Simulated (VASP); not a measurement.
# GaN (Fm-3m) in VASP: settings compared

Aim: see how the results for GaN move with the level of theory and the settings. Levels: PBE-based screened hybrid with 50 % exact exchange, PBE-based global hybrid with 50 % exact exchange. Tasks: single point.

All numbers are computed with VASP 6.6.1; they aren't measurements. Logs are shortened: lines on timing, memory, paths and dates and some standing lists are left out, and cuts for length are marked.

**1. The cell of the first run**

Symmetry: Fm-3m, No. 225, cubic system. The conventional cell has a = 4.217 Å, b = 4.217 Å, c = 4.217 Å, α = 90.00°, β = 90.00°, γ = 90.00°. Within 2.8 Å of Ga (site symmetry m-3m) lie 6 N at 2.11 Å. N (site symmetry m-3m) has 6 Ga at 2.11 Å within 2.8 Å.

**2. Single point, PBE-based screened hybrid with 50 % exact exchange**

File POSCAR:

```
GaN
1.0
    0.0000000000      2.1085152350      2.1085152350
    2.1085152350      0.0000000000      2.1085152350
    2.1085152350      2.1085152350      0.0000000000
Ga N
1 1
Direct
    0.0000000000      0.0000000000      0.0000000000
    0.5000000000      0.5000000000      0.5000000000
```

File INCAR.step1:

```
  ALGO = Normal
  EDIFF = 1E-5
  ENCUT = 520
  GGA = PE
  ISIF = 2
  ISMEAR = 0
  LASPH = T
  LREAL = F
  LWAVE = T
  NBANDS = 16
  NELM = 60
  PREC = Accurate
  SIGMA = 0.01
```

File INCAR.step2:

```
  AEXX = 0.5
  ALGO = Normal
  EDIFF = 1E-6
  ENCUT = 520
  GGA = PE
  HFSCREEN = 0.5
  ISIF = 2
  ISMEAR = 0
  ISTART = 1
  LASPH = T
  LCHARG = T
  LELF = T
  LHFCALC = T
  LREAL = F
  LVHAR = T
  LWAVE = F
  NBANDS = 16
  NELM = 60
  PREC = Accurate
  PRECFOCK = Normal
  SIGMA = 0.01
```

File KPOINTS:

```
k-points
0
Gamma
  6 6 6
```

Potentials or basis: VASP PAW PBE potentials, release 64 (Ga_d, N).

The run is started by

```
> cat potpaw_PBE.64/Ga_d/POTCAR potpaw_PBE.64/N/POTCAR > POTCAR
> cp INCAR.step1 INCAR
> mpirun -np 1 vasp_std > vasp.out
> cp INCAR.step2 INCAR
> mpirun -np 1 vasp_std > vasp.out
```

OUTCAR:

```text
AEXX = 0.5
   EDIFF = 1E-6
   ENCUT = 520
   GGA = PE
   HFSCREEN = 0.5
   ISIF = 2
   ISMEAR = 0
   ISTART = 1
   LASPH = T
   LHFCALC = T
   LREAL = F
   NELM = 60
   PREC = Accurate
   PRECFOCK = Normal

 ion  position               nearest neighbor table
   1  0.000  0.000  0.000-   2 2.11   2 2.11   2 2.11   2 2.11   2 2.11   2 2.11
   2  0.500  0.500  0.500-   1 2.11   1 2.11   1 2.11   1 2.11   1 2.11   1 2.11

  LATTYP: Found a face centered cubic cell.
 ALAT       =     4.2170304700

  Lattice vectors:

 A1 = (   0.0000000000,   2.1085152350,   2.1085152350)
 A2 = (   2.1085152350,   0.0000000000,   2.1085152350)
 A3 = (   2.1085152350,   2.1085152350,   0.0000000000)

Analysis of symmetry for initial positions (statically):
=====================================================================
 Subroutine PRICEL returns:
 Original cell was already a primitive cell.

 Routine SETGRP: Setting up the symmetry group for a
 face centered cubic supercell.

 Subroutine GETGRP returns: Found 48 space group operations
 (whereof 48 operations were pure point group operations)
 out of a pool of 48 trial point group operations.

The static configuration has the point symmetry O_h .

Analysis of symmetry for dynamics (positions and initial velocities):
=====================================================================
 Subroutine PRICEL returns:
 Original cell was already a primitive cell.

 Routine SETGRP: Setting up the symmetry group for a
 face centered cubic supercell.

 Subroutine GETGRP returns: Found 48 space group operations
 (whereof 48 operations were pure point group operations)
 out of a pool of 48 trial point group operations.

The dynamic configuration has the point symmetry O_h .

 Subroutine INISYM returns: Found 48 space group operations
 (whereof 48 operations are pure point group operations),
 and found     1 'primitive' translations

----------------------------------------------------------------------------------------

                                     Primitive cell

  volume of cell :      18.7482

  direct lattice vectors                    reciprocal lattice vectors
     0.000000000  2.108515235  2.108515235    -0.237133691  0.237133691  0.237133691
     2.108515235  0.000000000  2.108515235     0.237133691 -0.237133691  0.237133691
     2.108515235  2.108515235  0.000000000     0.237133691  0.237133691 -0.237133691

  length of vectors
     2.981890842  2.981890842  2.981890842     0.410727601  0.410727601  0.410727601

  position of ions in fractional coordinates (direct lattice)
     0.000000000  0.000000000  0.000000000
     0.500000000  0.500000000  0.500000000

  ion indices of the primitive-cell ions
   primitive index   ion index
                 1           1
                 2           2

----------------------------------------------------------------------------------------

 KPOINTS: k-points

Automatic generation of k-mesh.
 Grid dimensions read from file:
 generate k-points for:    6    6    6

 Generating k-lattice:

  Cartesian coordinates                     Fractional coordinates (reciprocal lattice)
    -0.039522282  0.039522282  0.039522282     0.166666667  0.000000000  0.000000000
     0.039522282 -0.039522282  0.039522282     0.000000000  0.166666667  0.000000000
     0.039522282  0.039522282 -0.039522282     0.000000000  0.000000000  0.166666667

  Length of vectors
     0.068454600  0.068454600  0.068454600

  Shift w.r.t. Gamma in fractional coordinates (k-lattice)
     0.000000000  0.000000000  0.000000000

 Subroutine IBZKPT returns following result:
 ===========================================

 Found     16 irreducible k-points:

 Following reciprocal coordinates:
            Coordinates               Weight
  0.000000  0.000000  0.000000      1.000000
  0.166667  0.000000  0.000000      8.000000
  0.333333  0.000000  0.000000      8.000000
  0.500000  0.000000  0.000000      4.000000
  0.166667  0.166667  0.000000      6.000000
  0.333333  0.166667  0.000000     24.000000
[... 8 lines left out ...]
 -0.333333  0.333333  0.166667     24.000000
 -0.333333  0.500000  0.166667     12.000000
   k-points           NKPTS =     16   k-points in BZ     NKDIM =    216   number of bands    NBANDS=     16
   number of dos      NEDOS =    301   number of ions     NIONS =      2
   total plane-waves  NPLWV =  13824
   dimension x,y,z NGX =    24 NGY =   24 NGZ =   24
   dimension x,y,z NGXF=    48 NGYF=   48 NGZF=   48
   ions per type =               1   1
   NGX,Y,Z   is equivalent  to a cutoff of  13.38, 13.38, 13.38 a.u.
   NGXF,Y,Z  is equivalent  to a cutoff of  26.76, 26.76, 26.76 a.u.
 SYSTEM =  unknown system
   PREC   = accura    normal or accurate (medium, high low for compatibility)
   ISTART =      1    job   : 0-new  1-cont  2-samecut
   ICHARG =      0    charge: 1-file 2-atom 10-const
   ISPIN  =      1    spin polarized calculation?
   LNONCOLLINEAR =      F non collinear calculations
   LSORBIT =      F    spin-orbit coupling
   LASPH  =      T    aspherical Exc in radial PAW
   ENCUT  =  520.0 eV  38.22 Ry    6.18 a.u.   5.54  5.54  5.54*2*pi/ulx,y,z
   NELM   =     60;   NELMIN=  2; NELMDL=  0     # of ELM steps
   EDIFF  = 0.1E-05   stopping-criterion for ELM
   LREAL  =      F    real-space projection
   EDIFFG = 0.1E-04   stopping-criterion for IOM
   NSW    =      0    number of steps for IOM
   IBRION =     -1    ionic relax: 0-MD 1-quasi-New 2-CG
   NFREE  =      0    steps in history (QN), initial steepest desc. (CG)
   ISIF   =      2    stress and relaxation
   ISYM   =      3    0-nonsym 1-usesym 2-fastsym
   POTIM  = 0.5000    time-step for ionic-motion
   TEBEG  =    0.0;   TEEND  =   0.0 temperature during run
   PSTRESS=    0.0 pullay stress
   NELECT =      18.0000    total number of electrons
   NUPDOWN=      -1.0000    fix difference up-down
   EMIN   =  10.00;   EMAX   =-10.00  energy-range for DOS
   EFERMI =   0.00;   METHOD = LEGACY
   ISMEAR =     0;   SIGMA  =   0.01  broadening in eV -4-tet -1-fermi 0-gaus
   EFERMI_NEDOS =   21; number of points for ismear=-14 and -15
   IALGO  =     38    algorithm
   IMIX   =      1    mixing-type and parameters
     AMIX     =   0.40;   BMIX     =  1.00
     AMIX_MAG =   1.60;   BMIX_MAG =  1.00
  volume/ion in A,a.u.               =       9.37        63.26
  Fermi-wavevector in a.u.,A,eV,Ry     =   1.615024  3.051952 35.488101  2.608302
  Thomas-Fermi vector in A             =   2.709838
   LORBIT       =      0    0 simple, 1 ext, 2 COOP (PROOUT), +10 PAW based schemes
   GGA     = PE    functional components
   LHFCALC =     T    Hartree Fock is set to
   PRECFOCK=normal    Normal, Fast or Accurate (Low or Medium for compatibility)
   ENCUT4O =  -1.0   cutoff for four orbital integrals eV
   NKREDX  =     1    reduce k-point grid by
   NKREDY  =     1    reduce k-point grid by
   NKREDZ  =     1    reduce k-point grid by
   AEXX    =    0.5000 exact exchange contribution
   HFSCREEN=    0.5000 screening length (either q_TF or 0.3 A-1)
   HFSCREENC=   0.5000 screening length for correlation (either q_TF or 0.3 A-1)
   ENCUTFOCK=  -1.0 apply spherical cutoff to Coloumb kernel
   IVDW    =     0    specifies the selected vdW correction
   LEPSILON=     F    determine dielectric tensor
   LRPA    =     F    only Hartree local field effects (RPA)
 non-spin polarized calculation
 Gauss-broadening in eV      SIGMA  =   0.01
  energy-cutoff  :      520.00
  volume of cell :       18.75
 maximum number of plane-waves:       531
 NGX is ok and might be reduce to    24
  NGX = 18; NGY = 18; NGZ = 18

 number of electron      18.0000008 magnetization

 Free energy of the ion-electron system (eV)
  ---------------------------------------------------
  ext. energy  EPLUGINS =         0.00000000
  ---------------------------------------------------
  free energy    TOTEN  =       -14.52944486 eV

  energy without entropy =      -14.52944486  energy(sigma->0) =      -14.52944486

 E-fermi :   7.2237     XC(G=0):  -9.1601

 val. band max:        7.0890517090   @ k =  -0.1667   0.1667   0.0000
 cond. band min:       9.2405535190   @ k =   0.5000   0.5000   0.0000
 fundamental gap:      2.1515018099
 Fermi energy:         7.2237338718

 k-point     1 :       0.0000    0.0000    0.0000
  band No.  band energies     occupation
      1     -12.8640      2.00000
      2     -10.9578      2.00000
      3     -10.9578      2.00000
      4     -10.9427      2.00000
      5     -10.9427      2.00000
      6     -10.9427      2.00000
[... 8 lines left out ...]
     15      25.6677      0.00000
     16      25.6677      0.00000

 k-point     2 :       0.1667    0.0000    0.0000
  band No.  band energies     occupation
      1     -12.2746      2.00000
      2     -11.0078      2.00000
      3     -11.0078      2.00000
      4     -10.9530      2.00000
      5     -10.8984      2.00000
      6     -10.8984      2.00000
[... 8 lines left out ...]
     15      25.5842      0.00000
     16      25.5842      0.00000

 k-point     3 :       0.3333    0.0000    0.0000
  band No.  band energies     occupation
      1     -11.1144      2.00000
      2     -11.1107      2.00000
      3     -11.1107      2.00000
      4     -10.8048      2.00000
      5     -10.8048      2.00000
      6     -10.5960      2.00000
[... 8 lines left out ...]
     15      28.7648      0.00000
     16      28.7648      0.00000

 k-point     4 :       0.5000    0.0000    0.0000
  band No.  band energies     occupation
      1     -11.1618      2.00000
      2     -11.1618      2.00000
      3     -11.0671      2.00000
      4     -10.7575      2.00000
      5     -10.7575      2.00000
      6      -9.5019      2.00000
[... 8 lines left out ...]
     15      32.7511      0.00000
     16      32.7511      0.00000

 k-point     5 :       0.1667    0.1667    0.0000
  band No.  band energies     occupation
      1     -12.2135      2.00000
      2     -10.9805      2.00000
      3     -10.9335      2.00000
      4     -10.9210      2.00000
      5     -10.8892      2.00000
      6     -10.8892      2.00000
[... 8 lines left out ...]
     15      29.6699      0.00000
     16      29.6699      0.00000

 k-point     6 :       0.3333    0.1667    0.0000
  band No.  band energies     occupation
      1     -11.7800      2.00000
      2     -11.0030      2.00000
      3     -10.9911      2.00000
      4     -10.8747      2.00000
      5     -10.7939      2.00000
      6     -10.1140      2.00000
[... 8 lines left out ...]
     15      29.9734      0.00000
     16      31.2208      0.00000
[... 115 lines left out ...]
 k-point    13 :       0.5000    0.5000    0.0000
  band No.  band energies     occupation
      1     -12.3619      2.00000
      2     -11.0948      2.00000
      3     -10.8605      2.00000
      4     -10.6900      2.00000
      5     -10.6900      2.00000
      6      -6.6529      2.00000
[... 8 lines left out ...]
     15      37.4680      0.00000
     16      37.5760      0.00000

 k-point    14 :       0.5000    0.3333    0.1667
  band No.  band energies     occupation
      1     -11.8811      2.00000
      2     -11.0199      2.00000
      3     -10.9935      2.00000
      4     -10.8403      2.00000
      5     -10.7637      2.00000
      6      -8.6153      2.00000
[... 8 lines left out ...]
     15      31.4959      0.00000
     16      33.8844      0.00000

 k-point    15 :      -0.3333    0.3333    0.1667
  band No.  band energies     occupation
      1     -11.9066      2.00000
      2     -11.0566      2.00000
      3     -10.9382      2.00000
      4     -10.8987      2.00000
      5     -10.7235      2.00000
      6      -7.5572      2.00000
[... 8 lines left out ...]
     15      28.2984      0.00000
     16      35.5863      0.00000

 k-point    16 :      -0.3333    0.5000    0.1667
  band No.  band energies     occupation
      1     -12.1468      2.00000
      2     -11.0142      2.00000
      3     -10.9694      2.00000
      4     -10.8143      2.00000
      5     -10.6900      2.00000
      6      -6.8218      2.00000
[... 8 lines left out ...]
     15      31.2889      0.00000
     16      37.4859      0.00000

------------------------ aborting loop because EDIFF is reached ----------------------------------------

  FORCE on cell =-STRESS in cart. coord.  units (eV):
  Direction    XX          YY          ZZ          XY          YZ          ZX
  --------------------------------------------------------------------------------------
  -------------------------------------------------------------------------------------
  Total       -0.5504021     -0.5504021     -0.5504021      0.0000000      0.0000000      0.0000000
  in kB      -47.0360100    -47.0360100    -47.0360100      0.0000000      0.0000000      0.0000000
  external PRESSURE =     -47.0360100 kB  Pullay stress =       0.0000000 kB

 VOLUME and BASIS-vectors are now :
 -----------------------------------------------------------------------------
  energy-cutoff  :      520.00
  volume of cell :       18.75
      direct lattice vectors                 reciprocal lattice vectors
     0.000000000  2.108515235  2.108515235    -0.237133691  0.237133691  0.237133691
     2.108515235  0.000000000  2.108515235     0.237133691 -0.237133691  0.237133691
     2.108515235  2.108515235  0.000000000     0.237133691  0.237133691 -0.237133691

 POSITION                                       TOTAL-FORCE (eV/Angst)
 -----------------------------------------------------------------------------------
      0.00000      0.00000      0.00000        -0.000000     -0.000000     -0.000000
      2.10852      2.10852      2.10852         0.000000      0.000000      0.000000
 -----------------------------------------------------------------------------------
    total drift:                                0.000002      0.000002      0.000002

  FREE ENERGIE OF THE ION-ELECTRON SYSTEM (eV)
  ---------------------------------------------------
  free  energy   TOTEN  =       -14.5294448603 eV

  energy  without entropy=      -14.5294448603  energy(sigma->0) =      -14.52944486
```

It took 12 min on 1 thread of Intel Xeon 6975P-C (Granite Rapids), shared host; peak memory 0.25 GiB.

What came out:

```
Free energy            : -14.5294 eV
Pressure               : -4.7 GPa
Band gap on the k mesh : 2.15 eV (least direct gap 4.36 eV)
```

Caveat: the k points lie up to 0.43 Å⁻¹ apart; the structure was generated, so it needn't be the stable form of GaN; the PAW data sets were made with another functional, which shifts forces and pressure a little. A k mesh can miss the band edges.

[end of part 1 of 2]
